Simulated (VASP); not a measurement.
**Ga: single point with LDA**

The system is Ga.

```
Ga
1.0
    -3.05940    2.68730    1.36788
     2.68730   -3.05940    1.36788
     2.74218    2.74218   -2.04939
Ga
2
Direct
  0.99167 0.00833 0.00000
  0.75833 0.24167 0.50000
```

```yaml
Program: VASP 6.6.1
Task: single point
Functional: LDA
Potentials_or_basis: VASP PAW LDA potentials, release 64 (Ga_d)
Cutoff: 520 eV
k_mesh: 17 × 17 × 11
Occupations: fermi-dirac, width 0.1 eV
Spin: no spin polarisation
```

```json
{
 "Pressure": "-5.4 GPa",
 "Largest force": "0.020 eV/Å",
 "Band gap on the k mesh": "zero (bands 13 and 14 overlap by 7.46 eV)"
}
```

Forces in eV/Å, atoms in the order of the input:
```
Ga   0.014 -0.014  0.000
Ga  -0.014  0.014  0.000
```

Stress tensor (GPa, compression positive):
```
-5.59  0.23 -0.16
 0.23 -5.59 -0.16
-0.16 -0.16 -4.99
```

Levels at points of the mesh, in eV from the Fermi level:
| k point | band 11 | band 12 | band 13 | band 14 | band 15 | band 16 |
| --- | --- | --- | --- | --- | --- | --- |
| (0.00, 0.00, 0.00) | -10.91 | -1.84 | -1.81 | 1.30 | 5.21 | 9.45 |

Wall time 14 min on 1 thread of Intel Xeon 8259CL (shared host), peak memory 0.58 GiB.

Caveat: the cell stands under tension.
